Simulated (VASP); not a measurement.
# CrO2 in VASP: a series of runs

Runs on CrO2. Level: PBEsol+U. Tasks: single point, relaxation of cell and atoms.

Everything below comes from runs of VASP 6.6.1. Logs are shortened: lines on timing, memory, paths and dates and some standing lists are left out, and cuts for length are marked.

### Step 1. The cell of the first run

The structure is tetragonal, space group P4_2/mnm (No. 136). Conventional cell: a = 4.410 Å, b = 4.410 Å, c = 2.942 Å, α = 90.00°, β = 90.00°, γ = 90.00°. Within 2.5 Å of Cr (site symmetry mmm) lie 6 O at 1.89 to 1.92 Å. Within 2.5 Å of O (site symmetry m2m) lie 3 Cr at 1.89 to 1.92 Å and 1 O at 2.46 Å.

### Step 2. Single point, PBEsol+U, collinear spin, ferromagnetic start

Input file INCAR:

```
PREC = Accurate
ENCUT = 520
EDIFF = 1E-7
ISMEAR = 1
SIGMA = 0.05
LREAL = F
LASPH = T
NELM = 150
ALGO = Normal
ISIF = 2
LWAVE = F
LCHARG = F
ISPIN = 2
MAGMOM = 3.9 3.9 0 0 0 0
LORBIT = 11
LMAXMIX = 4
LDAU = T
LDAUTYPE = 1
LDAUL = 2 -1
LDAUU = 4.4 0
LDAUJ = 0.9 0
LDAUPRINT = 1
GGA = PS
NBANDS = 37
```

Input file KPOINTS:

```
regular mesh
0
Gamma
  5 5 7
```

Input file POSCAR:

```
CrO2
1.0
    4.4095950214      0.0000000000      0.0000000000
    0.0000000000      4.4095950214      0.0000000000
    0.0000000000      0.0000000000      2.9419378501
Cr O
2 4
Direct
    0.0000000000      0.5000000000      0.2499987061
    0.5000000000      0.0000000000      0.7500012939
    0.6972085376      0.1972085376      0.2499996968
    0.3027914624      0.8027914624      0.2499996968
    0.1972085376      0.3027914624      0.7500003032
    0.8027914624      0.6972085376      0.7500003032
```

Potentials or basis: VASP PAW PBE potentials, release 64 (Cr_pv, O).

Started as:

```sh
> cat potpaw_PBE.64/Cr_pv/POTCAR potpaw_PBE.64/O/POTCAR > POTCAR
> mpirun -np 1 vasp_std > vasp.out
```

OUTCAR:

```text
PREC = Accurate
   ENCUT = 520
   EDIFF = 1E-7
   ISMEAR = 1
   LREAL = F
   LASPH = T
   NELM = 150
   ISIF = 2
   ISPIN = 2
   LORBIT = 11
   GGA = PS

 ion  position               nearest neighbor table
   1  0.000  0.500  0.250-   3 1.89   4 1.89   5 1.92   6 1.92   5 1.92   6 1.92
   2  0.500  0.000  0.750-   5 1.89   6 1.89   3 1.92   4 1.92   3 1.92   4 1.92
   3  0.697  0.197  0.250-   1 1.89   2 1.92   2 1.92
   4  0.303  0.803  0.250-   1 1.89   2 1.92   2 1.92
   5  0.197  0.303  0.750-   2 1.89   1 1.92   1 1.92
   6  0.803  0.697  0.750-   2 1.89   1 1.92   1 1.92

  LATTYP: Found a simple tetragonal cell.
 ALAT       =     4.4095950214
 C/A-ratio  =     0.6671673557

  Lattice vectors:

 A1 = (   4.4095950214,   0.0000000000,   0.0000000000)
 A2 = (   0.0000000000,   4.4095950214,   0.0000000000)
 A3 = (   0.0000000000,   0.0000000000,   2.9419378501)

Analysis of symmetry for initial positions (statically):
=====================================================================
 Subroutine PRICEL returns:
 Original cell was already a primitive cell.

 Routine SETGRP: Setting up the symmetry group for a
 simple tetragonal supercell.

 Subroutine GETGRP returns: Found 16 space group operations
 (whereof  4 operations were pure point group operations)
 out of a pool of 16 trial point group operations.

The static configuration has the point symmetry S_4 .
 The point group associated with its full space group is D_4h.

Analysis of symmetry for dynamics (positions and initial velocities):
=====================================================================
 Subroutine PRICEL returns:
 Original cell was already a primitive cell.

 Routine SETGRP: Setting up the symmetry group for a
 simple tetragonal supercell.

 Subroutine GETGRP returns: Found 16 space group operations
 (whereof  4 operations were pure point group operations)
 out of a pool of 16 trial point group operations.

The dynamic configuration has the point symmetry S_4 .
 The point group associated with its full space group is D_4h.

Analysis of structural, dynamic, and magnetic symmetry:
[... 225 lines left out ...]
  o =  0.8700  v =  0.0000 -0.7071 -0.0000  0.7071  0.0000  0.0000  0.0000  0.0000  0.0000  0.0000      0.0000  0.0000  0.0000  0.0000  0.0000  0.0000  0.0000  0.0000  0.0000  0.0000
  o =  0.9539  v = -0.5980  0.0000  0.8015  0.0000  0.0000  0.0000  0.0000  0.0000  0.0000  0.0000      0.0000  0.0000  0.0000  0.0000  0.0000  0.0000  0.0000  0.0000  0.0000  0.0000

 number of electron      48.0000010 magnetization       4.0000301

 Free energy of the ion-electron system (eV)
  ---------------------------------------------------
  ext. energy  EPLUGINS =         0.00000000
  ---------------------------------------------------
  free energy    TOTEN  =       -47.56397599 eV

  energy without entropy =      -47.56403837  energy(sigma->0) =      -47.56399678

 E-fermi :   5.1153     XC(G=0): -12.1737

 val. band max:        5.0880857544   @ k =   0.2000   0.0000   0.4286
 cond. band min:       5.1267515195   @ k =   0.0000   0.0000   0.0000
 fundamental gap:      0.0386657652
 Fermi energy:         5.1152817217

 spin component 1

 k-point     1 :       0.0000    0.0000    0.0000
  band No.  band energies     occupation
      1     -39.4465      1.00000
      2     -39.4465      1.00000
      3     -39.3676      1.00000
      4     -39.3676      1.00000
      5     -39.2053      1.00000
      6     -39.1906      1.00000
[... 925 lines left out ...]
     35      16.6765      0.00000
     36      17.0055      0.00000
 Fermi energy:         5.1152817217

 spin component 2

 k-point     1 :       0.0000    0.0000    0.0000
  band No.  band energies     occupation
      1     -37.2308      1.00000
      2     -37.2308      1.00000
      3     -37.0177      1.00000
      4     -37.0177      1.00000
      5     -36.6662      1.00000
      6     -36.6484      1.00000
[... 925 lines left out ...]
     35      16.8085      0.00000
     36      17.1023      0.00000
 [bands above 36 left out]

------------------------ aborting loop because EDIFF is reached ----------------------------------------

  FORCE on cell =-STRESS in cart. coord.  units (eV):
  Direction    XX          YY          ZZ          XY          YZ          ZX
  --------------------------------------------------------------------------------------
  -------------------------------------------------------------------------------------
  Total        0.2385881      0.2385881      0.9382701      0.0000000     -0.0000000      0.0000000
  in kB        6.6823378      6.6823378     26.2789226      0.0000000     -0.0000000      0.0000000
  external PRESSURE =      13.2145327 kB  Pullay stress =       0.0000000 kB

 VOLUME and BASIS-vectors are now :
 -----------------------------------------------------------------------------
  energy-cutoff  :      520.00
  volume of cell :       57.20
      direct lattice vectors                 reciprocal lattice vectors
     4.409595021  0.000000000  0.000000000     0.226778195  0.000000000  0.000000000
     0.000000000  4.409595021  0.000000000     0.000000000  0.226778195  0.000000000
     0.000000000  0.000000000  2.941937850     0.000000000  0.000000000  0.339912007

 POSITION                                       TOTAL-FORCE (eV/Angst)
 -----------------------------------------------------------------------------------
      0.00000      2.20480      0.73548         0.000000      0.000000      0.000000
      2.20480      0.00000      2.20646         0.000000      0.000000     -0.000000
      3.07441      0.86961      0.73548         0.153114      0.153114      0.000000
      1.33519      3.53999      0.73548        -0.153114     -0.153114      0.000000
      0.86961      1.33519      2.20645         0.153114     -0.153114      0.000000
      3.53999      3.07441      2.20645        -0.153114      0.153114     -0.000000
 -----------------------------------------------------------------------------------
    total drift:                               -0.000000     -0.000000      0.000000

  FREE ENERGIE OF THE ION-ELECTRON SYSTEM (eV)
  ---------------------------------------------------
  free  energy   TOTEN  =       -47.5639759858 eV

  energy  without entropy=      -47.5640383685  energy(sigma->0) =      -47.56399678

 total charge

# of ion       s       p       d       tot
------------------------------------------
    1        0.367   6.480   3.985  10.832
    2        0.367   6.480   3.985  10.832
    3        1.566   3.458   0.000   5.024
    4        1.566   3.458   0.000   5.024
    5        1.566   3.458   0.000   5.024
    6        1.566   3.458   0.000   5.024
--------------------------------------------------
tot          6.998  26.792   7.970  41.759

 magnetization (x)

# of ion       s       p       d       tot
------------------------------------------
    1        0.022   0.035   2.247   2.304
    2        0.022   0.035   2.247   2.304
    3       -0.005  -0.154   0.000  -0.159
    4       -0.005  -0.154   0.000  -0.159
    5       -0.005  -0.154   0.000  -0.159
    6       -0.005  -0.154   0.000  -0.159
--------------------------------------------------
tot          0.026  -0.547   4.493   3.972
```

stdout:

```text
POSCAR found type information on POSCAR CrO
 POSCAR found :  2 types and       6 ions
 scaLAPACK will be used
 -----------------------------------------------------------------------------
|                                                                             |
|                                                                             |
|     You enforced a specific xc type in the INCAR file but a different       |
|     I HOPE YOU KNOW WHAT YOU ARE DOING!                                     |
|                                                                             |
 -----------------------------------------------------------------------------

 LDA part: xc-table for (Slater+PW92), standard interpolation
 POSCAR, INCAR and KPOINTS ok, starting setup
 FFT: planning ... GRIDC
 FFT: planning ... GRID_SOFT
 FFT: planning ... GRID
 WAVECAR not read
 entering main loop
```

Wall time 49 s (1 thread of Intel Xeon 6975P-C (Granite Rapids), shared host); peak memory 0.23 GiB.

What came out:

```
Free energy                                           : -47.5640 eV
Pressure                                              : 1.3 GPa
Largest force                                         : 0.217 eV/Å
Band gap on the k mesh                                : zero (filled and empty bands overlap)
Net moment                                            : 4.00 μB per cell
Site moments                                          : Cr +2.30; O -0.16 μB
Valence electrons inside the program's atomic spheres : Cr 10.83; O 5.02
```

Forces on the atoms (eV/Å):
```
Cr   0.000  0.000  0.000
Cr   0.000  0.000  0.000
O    0.153  0.153  0.000
O   -0.153 -0.153  0.000
O    0.153 -0.153  0.000
O   -0.153  0.153  0.000
```

Stress tensor (GPa, compression positive):
```
0.67 0.00 0.00
0.00 0.67 0.00
0.00 0.00 2.63
```

Eigenvalues of the final occupation matrices:
```
    site  spin  trace               eigenvalues
site 1 d     1   3.14  0.37 0.42 0.52 0.87 0.95
site 1 d     2   0.89  0.06 0.08 0.11 0.31 0.33
site 2 d     1   3.14  0.37 0.42 0.52 0.87 0.95
site 2 d     2   0.89  0.06 0.08 0.11 0.31 0.33
```

Caveat: the PAW data sets were made with another functional, which shifts forces and pressure a little; the run started ferromagnetic, and an antiferromagnetic order may lie lower in energy. The state reached can hang on the start; a lower one may exist.

### Step 3. Relaxation of cell and atoms, PBEsol+U, collinear spin, ferromagnetic start

This run uses another cell than the first one, of 9.98 Å³/atom.

Input file INCAR:

```
SYSTEM = CrO2
PREC = Accurate
ENCUT = 600
EDIFF = 1E-6
ISMEAR = 1
SIGMA = 0.05
LREAL = .FALSE.
LASPH = .TRUE.
NELM = 150
ALGO = Normal
ISIF = 3
LWAVE = .FALSE.
LCHARG = .FALSE.
ISPIN = 2
MAGMOM = 3.9 3.9 0 0 0 0
LORBIT = 11
LMAXMIX = 4
LDAU = .TRUE.
LDAUTYPE = 1
LDAUL = 2 -1
LDAUU = 4.4 0
LDAUJ = 0.9 0
LDAUPRINT = 1
GGA = PS
IBRION = 2
NSW = 80
EDIFFG = -0.01
```

Input file KPOINTS:

```
Automatic mesh
0
G
  5 5 7
  0 0 0
```

Input file POSCAR:

```
CrO2
1.0
    4.4713430000      0.0000000000      0.0000000000
    0.0000000000      4.4713430000      0.0000000000
    0.0000000000      0.0000000000      2.9951760000
Cr O
2 4
Direct
    0.0000000000      0.5000000000      0.2384505000
    0.5000000000      0.0000000000      0.7615495000
    0.7017070000      0.2017070000      0.2536235000
    0.2982930000      0.7982930000      0.2536235000
    0.2017070000      0.2982930000      0.7463765000
    0.7982930000      0.7017070000      0.7463765000
```

Potentials or basis: VASP PAW PBE potentials, release 64 (Cr_pv, O).

Started as:

```sh
> cat potpaw_PBE.64/Cr_pv/POTCAR potpaw_PBE.64/O/POTCAR > POTCAR
> mpirun -np 1 vasp_std > vasp.out
```

It took 3.5 min on 1 thread of Intel Xeon 6975P-C (Granite Rapids), shared host; peak memory 0.25 GiB.

The run converged. Its results:

* Free energy: -47.5870 eV
* Relaxed volume: 9.56 Å³/atom
* Relaxed cell: a = 4.406 Å, b = 4.406 Å, c = 2.955 Å, α = 90.00°, β = 90.00°, γ = 90.00°
* Space group after relaxing (to 0.1 Å): P4_2/mnm (No. 136)
* Energy gained by relaxing: 17.6 meV/atom
* Ionic steps: 9
* Pressure after relaxing: 0.1 GPa
* Largest force after relaxing: 0.009 eV/Å
* Band gap on the k mesh: zero (filled and empty bands overlap)
* Net moment: 4.00 μB per cell
* Site moments: Cr +2.30; O -0.16 μB
* Valence electrons inside the program's atomic spheres: Cr 10.82; O 5.02

Forces on the atoms (eV/Å):
```
Cr   0.000  0.000  0.009
Cr   0.000  0.000 -0.009
O    0.002  0.002  0.002
O   -0.002 -0.002  0.002
O    0.002 -0.002 -0.002
O   -0.002  0.002 -0.002
```

Stress tensor (GPa, compression positive):
```
 0.16  0.00  0.00
 0.00  0.16  0.00
 0.00  0.00 -0.16
```

The path:
| step | energy change (eV) | largest force (eV/Å) | pressure (GPa) | volume (Å³) |
| --- | --- | --- | --- | --- |
| 1 | 0.0000 | 0.4320 | -9.08 | 59.88 |
| 2 | -0.0266 | 0.2270 | 10.49 | 55.11 |
| 3 | -0.0944 | 0.2783 | 0.63 | 57.20 |
| 4 | -0.1025 | 0.1100 | 0.20 | 57.33 |
| 5 | -0.1031 | 0.1117 | 0.04 | 57.38 |
| 6 | -0.1050 | 0.0426 | -0.23 | 57.43 |
| 7 | -0.1052 | 0.0118 | -0.47 | 57.46 |
| 8 | -0.1052 | 0.0139 | 0.57 | 57.22 |
| 9 | -0.1054 | 0.0086 | 0.05 | 57.35 |

Final structure:
```
CELL_PARAMETERS angstrom
4.40555 0.00000 0.00000
0.00000 4.40555 0.00000
0.00000 0.00000 2.95494
ATOMIC_POSITIONS crystal
Cr 0.00000 0.50000 0.24977
Cr 0.50000 0.00000 0.75023
O 0.69853 0.19853 0.25003
O 0.30147 0.80147 0.25003
O 0.19853 0.30147 0.74997
O 0.80147 0.69853 0.74997
```

Levels at points of the mesh, in eV from the Fermi level:
Spin up:
| k point | band 23 | band 24 | band 25 | band 26 | band 27 | band 28 | band 29 | band 30 |
| --- | --- | --- | --- | --- | --- | --- | --- | --- |
| (0.00, 0.00, 0.00) | -1.17 | -1.10 | -0.57 | -0.57 | 0.00 | 1.40 | 1.76 | 4.41 |
Spin down:
| k point | band 20 | band 21 | band 22 | band 23 | band 24 | band 25 |
| --- | --- | --- | --- | --- | --- | --- |
| (0.00, 0.00, 0.00) | -0.92 | -0.92 | -0.51 | 2.35 | 2.67 | 2.77 |

Eigenvalues of the final occupation matrices:
```tsv
site	spin	trace	eigenvalues
site 1 d	1	3.13	0.37 0.42 0.52 0.87 0.95
site 1 d	2	0.88	0.06 0.08 0.11 0.31 0.33
site 2 d	1	3.13	0.37 0.42 0.52 0.87 0.95
site 2 d	2	0.88	0.06 0.08 0.11 0.31 0.33
```

Caveat: the PAW data sets were made with another functional, which shifts forces and pressure a little; the run started ferromagnetic, and an antiferromagnetic order may lie lower in energy. The state reached can hang on the start; a lower one may exist.

The gap in the log of VASP goes by the Fermi energy; the results here count the filled bands.